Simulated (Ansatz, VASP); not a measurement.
## SiC in VASP and in Ansatz

Contents of INCAR:

```
ALGO     = Normal         # electronic algorithm
EDIFF    = 1E-7           # SCF threshold, eV
ENCUT    = 520            # plane-wave cutoff, eV
GGA      = PE             # functional
ISIF     = 2              # what is computed and relaxed
ISMEAR   = 0              # smearing method
LASPH    = True           # aspherical terms in the spheres
LCHARG   = False          # write CHGCAR
LREAL    = False          # projectors in reciprocal space
LWAVE    = False          # write WAVECAR
NBANDS   = 36             # bands
NELM     = 60             # most SCF steps
PREC     = Accurate       # precision mode
SIGMA    = 0.05           # smearing width, eV
```

KPOINTS

```
k-points
0
Gamma
  10 10 2
```

Contents of POSCAR:

```
SiC
1.0
    2.1898640950     -2.1898640950      0.0000000000
    2.1898640950      0.0000000000     -2.1898640950
    9.4164156084      8.1024971514      8.7594563799
Si C
6 6
Direct
    0.8812600000      0.0000000000      0.3958000000
    0.2645933333      0.3333333333      0.2291333333
    0.4979266667      0.6666666667      0.5624666667
    0.7312600000      1.0000000000      0.8958000000
    0.1145933333      0.3333333333      0.7291333333
    0.6479266667      0.6666666667      0.0624666667
    0.5354266667      0.6666666667      0.4374666667
   -0.0812400000      0.0000000000      0.2708000000
    0.1520933333      0.3333333333      0.6041333333
    0.3854266667      0.6666666667      0.9374666667
   -0.2312400000      0.0000000000      0.7708000000
    0.3020933333      0.3333333333      0.1041333333
```

Input for Ansatz:

```yaml
crystal:
  lattice:
    - [2.189864095, -2.189864095, 0.0]
    - [2.189864095, 0.0, -2.189864095]
    - [9.4164156084, 8.1024971514, 8.7594563799]
  atoms:
    - { symbol: Si, position: [0.88126, 0.0, 0.3958] }
    - { symbol: Si, position: [0.2645933333, 0.3333333333, 0.2291333333] }
    - { symbol: Si, position: [0.4979266667, 0.6666666667, 0.5624666667] }
    - { symbol: Si, position: [0.73126, 1.0, 0.8958] }
    - { symbol: Si, position: [0.1145933333, 0.3333333333, 0.7291333333] }
    - { symbol: Si, position: [0.6479266667, 0.6666666667, 0.0624666667] }
    - { symbol: C, position: [0.5354266667, 0.6666666667, 0.4374666667] }
    - { symbol: C, position: [-0.08124, 0.0, 0.2708] }
    - { symbol: C, position: [0.1520933333, 0.3333333333, 0.6041333333] }
    - { symbol: C, position: [0.3854266667, 0.6666666667, 0.9374666667] }
    - { symbol: C, position: [-0.23124, 0.0, 0.7708] }
    - { symbol: C, position: [0.3020933333, 0.3333333333, 0.1041333333] }
basis:
  ecutwfc: 420
kpoints:
  mp_grid: { grid: [10, 10, 2] }
hamiltonian:
  xc: pbe
scf:
  occupations: { method: gaussian, width: 0.05 }
output:
  forces: true
  stress: true
  eigenvalues: true
```

Alike in both runs: task single point; functional PBE; k mesh 10 × 10 × 2; occupations gaussian, width 0.05 eV; no spin polarisation.

|  | VASP | Ansatz |
| --- | --- | --- |
| version | VASP 6.6.1 | Ansatz 0.2.0 |
| potentials or method | VASP PAW PBE potentials, release 64 (Si, C), cutoff 520 eV | scalar-relativistic, plane waves, PAW |
| valence electrons in the cell | 48 | 48 |

Ansatz gave:

- gap on the k mesh at the Fermi level (eV): 0.56
- least direct gap on the mesh (eV): 1.19
- pressure (GPa): -0.7
- traceless stress, the component that is largest in VASP (GPa): -6.50
- rms of the force components (eV/Å): 0.466

Problem. Estimate VASP's values.

Solution. gap on the k mesh at the Fermi level (eV): 0.56; least direct gap on the mesh (eV): 1.19; pressure (GPa): -0.8; traceless stress, the component that is largest in VASP (GPa): -6.51; rms of the force components (eV/Å): 0.466.

Atom by atom the forces differ by 0.002 eV/Å (rms over components). The functional is the same, so the differences come from potentials, cutoffs and numerics.
